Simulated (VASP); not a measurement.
# MnPt2 (P4mm) in VASP: a series of runs, part 2 of 2

VASP 6.6.1. The steps go on from the part before.

## Step 4: Relaxation of cell and atoms, PBE, collinear spin, ferromagnetic start

INCAR reads:

```
SYSTEM = MnPt2
PREC = Accurate ; ENCUT = 600
EDIFF = 1E-6 ; ISMEAR = 0
SIGMA = 0.1 ; LREAL = .FALSE.
LASPH = .TRUE. ; NELM = 150
ALGO = Normal ; ISIF = 3
LWAVE = .FALSE. ; LCHARG = .FALSE.
ISPIN = 2 ; MAGMOM = 4 0 0
LORBIT = 11 ; LMAXMIX = 4
GGA = PE ; IBRION = 2
NSW = 90 ; EDIFFG = -0.04
```

KPOINTS reads:

```
Automatic mesh
0
G
  6 6 4
  0 0 0
```

POSCAR reads:

```
MnPt2
1.0
    3.1634304800      0.0000000000      0.0000000000
    0.0000000000      3.1634304800      0.0000000000
    0.0000000000      0.0000000000      4.3428847300
Mn Pt
1 2
Direct
    0.5000000000      0.5000000000      0.3449520900
    0.0000000000      0.0000000000      0.9766648000
    0.5000000000      0.5000000000      0.8817466800
```

Potentials or basis: VASP PAW PBE potentials, release 64 (Mn_pv, Pt).

Launch:

```bash
cat potpaw_PBE.64/Mn_pv/POTCAR potpaw_PBE.64/Pt/POTCAR > POTCAR
mpirun -np 1 vasp_std > vasp.out
```

OUTCAR:

```text
SYSTEM = MnPt2
   PREC = Accurate
   ENCUT = 600
   EDIFF = 1E-6
   ISMEAR = 0
   LREAL = .FALSE.
   LASPH = .TRUE.
   NELM = 150
   ISIF = 3
   ISPIN = 2
   LORBIT = 11
   GGA = PE
   IBRION = 2
   NSW = 90
   EDIFFG = -0.04

 ion  position               nearest neighbor table
   1  0.500  0.500  0.345-   3 2.01   3 2.33   2 2.75   2 2.75   2 2.75   2 2.75
   2  0.000  0.000  0.977-   3 2.27   3 2.27   3 2.27   3 2.27   1 2.75   1 2.75   1 2.75   1 2.75

   3  0.500  0.500  0.882-   1 2.01   2 2.27   2 2.27   2 2.27   2 2.27   1 2.33

  LATTYP: Found a simple tetragonal cell.
 ALAT       =     3.1634304800
 C/A-ratio  =     1.3728402623

  Lattice vectors:

[... 2712 lines left out ...]
  Total       -5.6563937     -5.6563937     10.6649148      0.0000000      0.0000000     -0.0000000
  in kB      -71.7822596    -71.7822596    135.3427165      0.0000000      0.0000000     -0.0000000
  external PRESSURE =      -2.7406009 kB  Pullay stress =       0.0000000 kB
[... 2449 lines left out ...]
     21       5.6383      0.00000
     22       6.1249      0.00000

 [... further k-points ...]

[... ionic steps 4 to 32 ...]

--------------------------------------- Ionic step       33  -------------------------------------------

 number of electron      33.0000003 magnetization       4.3633188

------------------------ aborting loop because EDIFF is reached ----------------------------------------
[... 69 lines left out ...]
--------------------------------------- Ionic step       35  -------------------------------------------

 number of electron      33.0000002 magnetization       4.3635176

 Free energy of the ion-electron system (eV)
  ---------------------------------------------------
  ext. energy  EPLUGINS =         0.00000000
  ---------------------------------------------------
  free energy    TOTEN  =       -21.16851758 eV

  energy without entropy =      -21.15839345  energy(sigma->0) =      -21.16345551

 E-fermi :   8.5604     XC(G=0): -12.4100

 val. band max:        8.5595115252   @ k =   0.0000   0.0000   0.0000
 cond. band min:       8.5720873166   @ k =   0.1667   0.1667   0.0000
 fundamental gap:      0.0125757914
 Fermi energy:         8.5603567664
[... 354 lines left out ...]
  band No.  band energies     occupation
      1     -41.3343      1.00000
      2     -41.3332      1.00000
      3     -41.2448      1.00000
      4       1.1077      1.00000
      5       3.1826      1.00000
      6       3.5932      1.00000
      7       3.6430      1.00000
      8       4.4966      1.00000
      9       4.9841      1.00000
     10       5.2423      1.00000
     11       5.2886      1.00000
     12       5.9187      1.00000
     13       5.9927      1.00000
     14       6.3049      1.000
```

OSZICAR:

```text
N       E                     dE             d eps       ncg     rms          rms(c)
DAV:   1     0.322838186980E+03    0.32284E+03   -0.19729E+04  2640   0.183E+03
DAV:   2    -0.511288038937E+00   -0.32335E+03   -0.30472E+03  2856   0.450E+02
DAV:   3    -0.147854673207E+02   -0.14274E+02   -0.13686E+02  2958   0.100E+02
[... 643 lines left out ...]
DAV:   3    -0.210188441831E+02    0.14255E+00   -0.10845E+00  2946   0.151E+01    0.245E+00
DAV:   4    -0.209927371949E+02    0.26107E-01   -0.15105E-01  2978   0.631E+00    0.785E-01
DAV:   5    -0.209915583589E+02    0.11788E-02   -0.15518E-02  3062   0.185E+00    0.569E-01
DAV:   6    -0.209910853481E+02    0.47301E-03   -0.30098E-03  2820   0.626E-01    0.236E-01
DAV:   7    -0.209910377098E+02    0.47638E-04   -0.63217E-04  3168   0.338E-01    0.579E-02
DAV:   8    -0.209910481594E+02   -0.10450E-04   -0.74547E-05  2732   0.100E-01    0.246E-0
```

CONTCAR:

```text
MnPt2
   1.00000000000000
     2.7981381683105520   -0.0000000000000000   -0.0000000000000000
    -0.0000000000000000    2.7981381683105520    0.0000000000000000
    -0.0000000000000000    0.0000000000000000    6.2745230458860330
  Mn              Pt
     1     2
Direct
     0.5000000000000000    0.5000000000000000    0.3646762755246564
     0.0000000000000000    0.0000000000000000    0.0850324482905848
     0.5000000000000000    0.5000000000000000    0.7536548461847591

  0.00000000E+00  0.00000000E+00  0.00000000E+00
  0.00000000E+00  0.00000000E+00  0.00000000E+00
  0.00000000E+00  0.00000000E+00  0.00000000E+00
```

It took 31 min on 1 thread of AMD EPYC 9R45 (Zen 5), shared host; peak memory 0.23 GiB.

Results:

| Property | Result |
| --- | --- |
| Free energy | -21.1685 eV |
| Relaxed volume | 16.38 Å³/atom |
| Relaxed cell | a = 2.798 Å, b = 2.798 Å, c = 6.275 Å, α = 90.00°, β = 90.00°, γ = 90.00° |
| Space group after relaxing (to 0.1 Å) | P4mm (No. 99) |
| Pressure after relaxing | 0.0 GPa |
| Largest force after relaxing | 0.009 eV/Å |
| Net moment | 4.36 μB per cell |
| Site moments | Mn +3.78; Pt +0.26, +0.11 μB |
| Valence electrons inside the program's atomic spheres | Mn 11.53; Pt 9.32, 9.18 |

Forces in eV/Å, atoms in the order of the input:
```
Mn   0.000  0.000  0.008
Pt   0.000  0.000 -0.009
Pt   0.000  0.000  0.001
```

Final structure:
```
Mn Pt
1.0
     2.79814    0.00000    0.00000
     0.00000    2.79814    0.00000
     0.00000    0.00000    6.27452
Mn Pt
1 2
Direct
  0.50000 0.50000 0.36468
  0.00000 0.00000 0.08503
  0.50000 0.50000 0.75365
```

Caveat: the k points lie up to 0.37 Å⁻¹ apart in the final cell; a cell axis changed by over 15 % at a fixed basis, so the end point is rough; spin-orbit coupling is left out, which moves the levels of the heavy elements.

## Step 5: The runs side by side

```csv
task,cell,cutoff (eV),gap on the mesh (eV),pressure (GPa),moment (μB),largest force (eV/Å)
single point,"a = 3.163, b = 3.163, c = 4.343 Å, 3 atoms, atomic positions A",520,none,115.8,3.78,14.14
single point,"a = 2.797, b = 2.797, c = 6.285 Å, 3 atoms, atomic positions B",520,none,-0.1,4.36,0.03
relaxation of cell and atoms,"relaxed from a = 3.163, b = 3.163, c = 4.343 Å, 3 atoms, atomic positions A",600,none,0.0,4.36,0.01
```

Alike in all rows: level PBE; potentials or basis VASP PAW PBE potentials, release 64 (Mn_pv, Pt); spin collinear, ferromagnetic start; k mesh 6 × 6 × 4; smearing gaussian 0.1 eV.

Caveats: all runs use coarse meshes; spin-orbit coupling is left out, which moves the levels of the heavy elements; forces of over 1 eV/Å act on the atoms, so gaps and moduli don't describe the material at rest (at least some runs); a cell axis changed by over 15 % at a fixed basis, so the end point is rough (at least some runs).

Absolute energies hang on the potentials; compare differences alone.

The gap in the log of VASP goes by the Fermi energy; the results here count the filled bands.